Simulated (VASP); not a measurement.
A run of VASP 6.6.1:

Contents of INCAR:

```
SYSTEM = ZnAg
PREC = Accurate
ENCUT = 520
EDIFF = 1E-6
ISMEAR = -1
SIGMA = 0.03
LREAL = .FALSE.
LASPH = .TRUE.
NELM = 80
ALGO = Normal
ISIF = 2
LWAVE = .FALSE.
LCHARG = .FALSE.
NBANDS = 18
```

File KPOINTS:

```
regular mesh
0
G
  12 12 12
  0 0 0
```

The input POSCAR:

```
ZnAg
1.0
    3.1348181537      0.0000000000      0.0000000000
    0.0000000000      3.1348181537      0.0000000000
    0.0000000000      0.0000000000      3.1348181537
Zn Ag
1 1
Direct
    0.5000000000      0.5000000000      0.5000000000
    0.0000000000      0.0000000000      0.0000000000
```

Potentials or basis: VASP PAW LDA potentials, release 64 (Zn, Ag).

Launch:

```sh
$ cat potpaw_LDA.64/Zn/POTCAR potpaw_LDA.64/Ag/POTCAR > POTCAR
$ mpirun -np 1 vasp_std > vasp.out
```

Hardware: 1 thread of Intel(R) Xeon(R) 6975P-C (Granite Rapids) (shared host).

Q: How long does it take, and how much memory?

A: Run time: 9.4 s on 1 thread of Intel(R) Xeon(R) 6975P-C (Granite Rapids) (shared host), peak memory 0.16 GiB. Counts: scf iterations 12, k points 84.
